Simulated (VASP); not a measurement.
# Nb16H (a cell with a defect) in VASP: further runs

Nb16H (a cell with a defect) is run at these levels: PBEsol; tasks: single point.

Everything below comes from runs of VASP 6.6.1. Logs are shortened: lines on timing, memory, paths and dates and some standing lists are left out, and cuts for length are marked.

### Step 1. The cell of the first run

The cell holds a defect, 17 atoms: a = 6.600 Å, b = 6.600 Å, c = 6.600 Å, α = 90.00°, β = 90.00°, γ = 90.00°.

### Step 2. Single point, PBEsol

Input file INCAR:

```
SYSTEM = Nb16H
PREC = Accurate ; ENCUT = 520
EDIFF = 1E-6 ; ISMEAR = 0
SIGMA = 0.1 ; LREAL = Auto
LASPH = .TRUE. ; NELM = 100
ALGO = Normal ; ISIF = 2
LWAVE = .FALSE. ; LCHARG = .FALSE.
GGA = PS ; NBANDS = 118
```

Input file KPOINTS:

```
Automatic mesh
0
G
  3 3 3
  0 0 0
```

Input file POSCAR:

```
Nb16H
1.0
    6.6000000000      0.0000000000      0.0000000000
    0.0000000000      6.6000000000      0.0000000000
    0.0000000000      0.0000000000      6.6000000000
Nb H
16 1
Direct
    0.0008145455      0.0000196970      0.0003910606
    0.4988621212      0.0000196970      0.0003922727
   -0.0003634848      0.5000187879     -0.0020536364
    0.0063387879      0.0000187879      0.5059778788
    0.2498375758      0.2499410606      0.2520843939
    0.5000472727      0.5000187879     -0.0020492424
    0.4933146970      0.0000184848      0.5059901515
    0.7498389394      0.2565031818      0.2447106061
   -0.0002403030      0.5000184848      0.4985886364
    0.2498374242      0.7500963636      0.2520843939
    0.2498350000      0.2498209091      0.7527359091
    0.4999159091      0.5000184848      0.4985903030
    0.7498386364      0.7435368182      0.2447118182
    0.7498368182      0.2509998485      0.7502951515
    0.2498351515      0.7502157576      0.7527366667
    0.7498368182      0.7490387879      0.7502946970
    0.7498007576      0.0000210606      0.3754465152
```

Potentials or basis: VASP PAW PBE potentials, release 64 (Nb_sv, H).

Run with:

```console
$ cat potpaw_PBE.64/Nb_sv/POTCAR potpaw_PBE.64/H/POTCAR > POTCAR
$ mpirun -np 1 vasp_std > vasp.out
```

OUTCAR:

```text
SYSTEM = Nb16H
   PREC = Accurate
   ENCUT = 520
   EDIFF = 1E-6
   ISMEAR = 0
   LREAL = Auto
   LASPH = .TRUE.
   NELM = 100
   ISIF = 2
   GGA = PS

 ion  position               nearest neighbor table
   1  0.001  0.000  0.000-  11 2.84  15 2.84   5 2.86  10 2.86   8 2.87  13 2.87  14 2.87  16 2.87

   2  0.499  0.000  0.000-  11 2.84  15 2.84   5 2.86  10 2.86   8 2.87  13 2.87  14 2.87  16 2.87

   3  1.000  0.500  0.998-   8 2.82  13 2.82  15 2.84  11 2.84  14 2.84  16 2.84  10 2.87   5 2.87

   4  0.006  0.000  0.506-  17 1.90  11 2.82  15 2.82   5 2.85  10 2.85  16 2.87  14 2.87  13 2.95
                             8 2.95
   5  0.250  0.250  0.252-   9 2.85  12 2.85   7 2.85   4 2.85   1 2.86   2 2.86   3 2.87   6 2.87

   6  0.500  0.500  0.998-   8 2.82  13 2.82  15 2.84  11 2.84  14 2.84  16 2.84   5 2.87  10 2.87

   7  0.493  0.000  0.506-  17 1.90  11 2.82  15 2.82  10 2.85   5 2.85  16 2.87  14 2.87  13 2.95
                             8 2.95
   8  0.750  0.257  0.245-  17 1.90   6 2.82   3 2.82   9 2.85  12 2.85   1 2.87   2 2.87   4 2.95
                             7 2.95
   9  1.000  0.500  0.499-   5 2.85  10 2.85   8 2.85  13 2.85  14 2.86  16 2.86  11 2.87  15 2.87

  10  0.250  0.750  0.252-   9 2.85  12 2.85   7 2.85   4 2.85   1 2.86   2 2.86   3 2.87   6 2.87

  11  0.250  0.250  0.753-   7 2.82   4 2.82   3 2.84   6 2.84   1 2.84   2 2.84   9 2.87  12 2.87

  12  0.500  0.500  0.499-   5 2.85  10 2.85   8 2.85  13 2.85  14 2.86  16 2.86  11 2.87  15 2.87

  13  0.750  0.744  0.245-  17 1.90   6 2.82   3 2.82   9 2.85  12 2.85   2 2.87   1 2.87   4 2.95
                             7 2.95
  14  0.750  0.251  0.750-   6 2.84   3 2.84  12 2.86   9 2.86   4 2.87   7 2.87   2 2.87   1 2.87

  15  0.250  0.750  0.753-   7 2.82   4 2.82   3 2.84   6 2.84   1 2.84   2 2.84   9 2.87  12 2.87

  16  0.750  0.749  0.750-   6 2.84   3 2.84  12 2.86   9 2.86   4 2.87   7 2.87   2 2.87   1 2.87

  17  0.750  0.000  0.375-   7 1.90   4 1.90   8 1.90  13 1.90

  LATTYP: Found a simple cubic cell.
 ALAT       =     6.6000000000

  Lattice vectors:

 A1 = (   6.6000000000,   0.0000000000,   0.0000000000)
 A2 = (   0.0000000000,   6.6000000000,   0.0000000000)
 A3 = (   0.0000000000,   0.0000000000,   6.6000000000)

Analysis of symmetry for initial positions (statically):
=====================================================================
 Subroutine PRICEL returns:
 Original cell was already a primitive cell.

 Routine SETGRP: Setting up the symmetry group for a
 simple cubic supercell.

 Subroutine GETGRP returns: Found  2 space group operations
 (whereof  1 operations were pure point group operations)
 out of a pool of 48 trial point group operations.

The static configuration has the point symmetry C_1 .
 The point group associated with its full space group is C_1h.

Analysis of symmetry for dynamics (positions and initial velocities):
=====================================================================
 Subroutine PRICEL returns:
 Original cell was already a primitive cell.

 Routine SETGRP: Setting up the symmetry group for a
 simple cubic supercell.

 Subroutine GETGRP returns: Found  2 space group operations
 (whereof  1 operations were pure point group operations)
 out of a pool of 48 trial point group operations.

The dynamic configuration has the point symmetry C_1 .
 The point group associated with its full space group is C_1h.

 Subroutine INISYM returns: Found  2 space group operations
 (whereof  1 operations are pure point group operations),
 and found     1 'primitive' translations

----------------------------------------------------------------------------------------

                                     Primitive cell

  volume of cell :     287.4960

  direct lattice vectors                    reciprocal lattice vectors
     6.600000000  0.000000000  0.000000000     0.151515152  0.000000000  0.000000000
     0.000000000  6.600000000  0.000000000     0.000000000  0.151515152  0.000000000
     0.000000000  0.000000000  6.600000000     0.000000000  0.000000000  0.151515152

  length of vectors
     6.600000000  6.600000000  6.600000000     0.151515152  0.151515152  0.151515152

  position of ions in fractional coordinates (direct lattice)
     0.000814545  0.000019697  0.000391061
     0.498862121  0.000019697  0.000392273
     0.999636515  0.500018788  0.997946364
     0.006338788  0.000018788  0.505977879
     0.249837576  0.249941061  0.252084394
     0.500047273  0.500018788  0.997950758
[... 9 lines left out ...]
     0.749836818  0.749038788  0.750294697
     0.749800758  0.000021061  0.375446515

  ion indices of the primitive-cell ions
   primitive index   ion index
                 1           1
                 2           2
                 3           3
                 4           4
                 5           5
                 6           6
[... 9 lines left out ...]
                16          16
                17          17

----------------------------------------------------------------------------------------

 KPOINTS: Automatic mesh

Automatic generation of k-mesh.
 Grid dimensions read from file:
 generate k-points for:    3    3    3

 Generating k-lattice:

  Cartesian coordinates                     Fractional coordinates (reciprocal lattice)
     0.050505051  0.000000000  0.000000000     0.333333333  0.000000000  0.000000000
     0.000000000  0.050505051  0.000000000     0.000000000  0.333333333  0.000000000
     0.000000000  0.000000000  0.050505051     0.000000000  0.000000000  0.333333333

  Length of vectors
     0.050505051  0.050505051  0.050505051

  Shift w.r.t. Gamma in fractional coordinates (k-lattice)
     0.000000000  0.000000000  0.000000000

 Subroutine IBZKPT returns following result:
 ===========================================

 Found     10 irreducible k-points:

 Following reciprocal coordinates:
            Coordinates               Weight
  0.000000  0.000000  0.000000      1.000000
  0.333333  0.000000  0.000000      2.000000
  0.000000  0.333333  0.000000      2.000000
  0.000000  0.000000  0.333333      2.000000
  0.333333  0.333333  0.000000      4.000000
  0.000000  0.333333  0.333333      4.000000
  0.333333  0.000000  0.333333      2.000000
 -0.333333  0.000000  0.333333      2.000000
  0.333333  0.333333  0.333333      4.000000
 -0.333333  0.333333  0.333333      4.000000
   k-points           NKPTS =     10   k-points in BZ     NKDIM =     10   number of bands    NBANDS=    118
   number of dos      NEDOS =    301   number of ions     NIONS =     17
   total plane-waves  NPLWV = 125000
   dimension x,y,z NGX =    50 NGY =   50 NGZ =   50
   dimension x,y,z NGXF=   100 NGYF=  100 NGZF=  100
   ions per type =              16   1
   NGX,Y,Z   is equivalent  to a cutoff of  12.59, 12.59, 12.59 a.u.
   NGXF,Y,Z  is equivalent  to a cutoff of  25.19, 25.19, 25.19 a.u.
 SYSTEM =  Nb16H
   PREC   = accura    normal or accurate (medium, high low for compatibility)
   ISTART =      0    job   : 0-new  1-cont  2-samecut
   ICHARG =      2    charge: 1-file 2-atom 10-const
   ISPIN  =      1    spin polarized calculation?
   LNONCOLLINEAR =      F non collinear calculations
   LSORBIT =      F    spin-orbit coupling
   LASPH  =      T    aspherical Exc in radial PAW
   ENCUT  =  520.0 eV  38.22 Ry    6.18 a.u.  12.27 12.27 12.27*2*pi/ulx,y,z
   NELM   =    100;   NELMIN=  2; NELMDL= -5     # of ELM steps
   EDIFF  = 0.1E-05   stopping-criterion for ELM
   LREAL  =      T    real-space projection
   EDIFFG = 0.1E-04   stopping-criterion for IOM
   NSW    =      0    number of steps for IOM
   IBRION =     -1    ionic relax: 0-MD 1-quasi-New 2-CG
   NFREE  =      0    steps in history (QN), initial steepest desc. (CG)
   ISIF   =      2    stress and relaxation
   ISYM   =      2    0-nonsym 1-usesym 2-fastsym
   POTIM  = 0.5000    time-step for ionic-motion
   TEBEG  =    0.0;   TEEND  =   0.0 temperature during run
   PSTRESS=    0.0 pullay stress
   NELECT =     209.0000    total number of electrons
   NUPDOWN=      -1.0000    fix difference up-down
   EMIN   =  10.00;   EMAX   =-10.00  energy-range for DOS
   EFERMI =   0.00;   METHOD = LEGACY
   ISMEAR =     0;   SIGMA  =   0.10  broadening in eV -4-tet -1-fermi 0-gaus
   EFERMI_NEDOS =   21; number of points for ismear=-14 and -15
   IALGO  =     38    algorithm
   IMIX   =      4    mixing-type and parameters
     AMIX     =   0.40;   BMIX     =  1.00
     AMIX_MAG =   1.60;   BMIX_MAG =  1.00
  volume/ion in A,a.u.               =      16.91       114.12
  Fermi-wavevector in a.u.,A,eV,Ry     =   1.472018  2.781710 29.481589  2.166836
  Thomas-Fermi vector in A             =   2.587083
   LORBIT       =      0    0 simple, 1 ext, 2 COOP (PROOUT), +10 PAW based schemes
   GGA     = PS    functional components
   LHFCALC =     F    Hartree Fock is set to
   AEXX    =    0.0000 exact exchange contribution
   IVDW    =     0    specifies the selected vdW correction
   LEPSILON=     F    determine dielectric tensor
   LRPA    =     F    only Hartree local field effects (RPA)
 non-spin polarized calculation
 Gauss-broadening in eV      SIGMA  =   0.10
  energy-cutoff  :      520.00
  volume of cell :      287.50
 maximum number of plane-waves:      7809
 NGX is ok and might be reduce to    50
   NGX = 25   NGY = 25   NGZ = 25

 number of electron     209.0000019 magnetization

 Free energy of the ion-electron system (eV)
  ---------------------------------------------------
  ext. energy  EPLUGINS =         0.00000000
  ---------------------------------------------------
  free energy    TOTEN  =      -179.29693385 eV

  energy without entropy =     -179.24195277  energy(sigma->0) =     -179.26944331

 E-fermi :  11.1162     XC(G=0): -12.6726

 val. band max:       11.0949461642   @ k =   0.0000   0.0000   0.3333
 cond. band min:      11.1424257853   @ k =  -0.3333   0.0000   0.3333
 fundamental gap:      0.0474796211
 Fermi energy:        11.1161715650

 k-point     1 :       0.0000    0.0000    0.0000
  band No.  band energies     occupation
      1     -43.1154      2.00000
      2     -42.9249      2.00000
      3     -42.9096      2.00000
      4     -42.9096      2.00000
      5     -42.8907      2.00000
      6     -42.8803      2.00000
[... 108 lines left out ...]
    115      13.4045      0.00000
    116      13.4067      0.00000

 k-point     2 :       0.3333    0.0000    0.0000
  band No.  band energies     occupation
      1     -43.0836      2.00000
      2     -42.9987      2.00000
      3     -42.9110      2.00000
      4     -42.9081      2.00000
      5     -42.8927      2.00000
      6     -42.8836      2.00000
[... 944 lines left out ...]
 k-point    10 :      -0.3333    0.3333    0.3333
  band No.  band energies     occupation
      1     -43.0311      2.00000
      2     -42.9757      2.00000
      3     -42.9607      2.00000
      4     -42.9565      2.00000
      5     -42.9229      2.00000
      6     -42.9137      2.00000
[... 108 lines left out ...]
    115      13.5376      0.00000
    116      13.5866      0.00000
 [bands above 116 left out]

------------------------ aborting loop because EDIFF is reached ----------------------------------------

  FORCE on cell =-STRESS in cart. coord.  units (eV):
  Direction    XX          YY          ZZ          XY          YZ          ZX
  --------------------------------------------------------------------------------------
  -------------------------------------------------------------------------------------
  Total       -6.8005072     -6.8083723     -7.4377687      0.0000000      0.0000000     -0.0014885
  in kB      -37.8983305    -37.9421619    -41.4497051      0.0000000      0.0000000     -0.0082950
  external PRESSURE =     -39.0967325 kB  Pullay stress =       0.0000000 kB

 VOLUME and BASIS-vectors are now :
 -----------------------------------------------------------------------------
  energy-cutoff  :      520.00
  volume of cell :      287.50
      direct lattice vectors                 reciprocal lattice vectors
     6.600000000  0.000000000  0.000000000     0.151515152  0.000000000  0.000000000
     0.000000000  6.600000000  0.000000000     0.000000000  0.151515152  0.000000000
     0.000000000  0.000000000  6.600000000     0.000000000  0.000000000  0.151515152

 POSITION                                       TOTAL-FORCE (eV/Angst)
 -----------------------------------------------------------------------------------
      0.00538      0.00013      0.00258         0.000088      0.000000     -0.000304
      3.29249      0.00013      0.00259        -0.001216      0.000000     -0.000522
      6.59760      3.30012      6.58645         0.002633      0.000000     -0.002083
      0.04184      0.00012      3.33945        -0.004196      0.000000      0.008838
      1.64893      1.64961      1.66376         0.000007      0.003908      0.002427
      3.30031      3.30012      6.58648        -0.002779      0.000000     -0.001986
[... 9 lines left out ...]
      4.94892      4.94366      4.95195         0.000086      0.000109      0.000685
      4.94869      0.00014      2.47795         0.001225      0.000000     -0.001502
 -----------------------------------------------------------------------------------
    total drift:                               -0.001546      0.402194     -0.008977

  FREE ENERGIE OF THE ION-ELECTRON SYSTEM (eV)
  ---------------------------------------------------
  free  energy   TOTEN  =      -179.2969338516 eV

  energy  without entropy=     -179.2419527672  energy(sigma->0) =     -179.26944331
```

Wall time 16 min (1 thread of AMD EPYC 7R43 (Zen 3), shared host); peak memory 0.42 GiB.

Results:

| Item | Value |
| --- | --- |
| Free energy | -179.2969 eV |
| Pressure | -3.9 GPa |
| Largest force | 0.010 eV/Å |

Forces on the atoms (eV/Å):
```
Nb   0.000  0.000  0.000
Nb  -0.001  0.000 -0.001
Nb   0.003  0.000 -0.002
Nb  -0.004  0.000  0.009
Nb   0.000  0.004  0.002
Nb  -0.003  0.000 -0.002
Nb   0.004  0.000  0.009
Nb   0.000 -0.004 -0.008
Nb   0.005  0.000 -0.002
Nb   0.000 -0.004  0.002
Nb   0.000  0.002  0.001
Nb  -0.004  0.000 -0.002
Nb   0.000  0.004 -0.008
Nb   0.000  0.000  0.001
Nb   0.000 -0.002  0.001
Nb   0.000  0.000  0.001
H    0.001  0.000 -0.002
```

Stress tensor (GPa, compression positive):
```
-3.79  0.00  0.00
 0.00 -3.79  0.00
 0.00  0.00 -4.14
```

Levels at points of the mesh, in eV from the Fermi level:
```
           k point  band 100  band 101  band 102  band 103  band 104  band 105  band 106  band 107
(0.00, 0.00, 0.00)      0.37      0.66      0.87      0.91      0.91      0.93      0.93      0.96
```

Caveat: the PAW data sets were made with another functional, which shifts forces and pressure a little.

(Continued in part 2 of 2.)
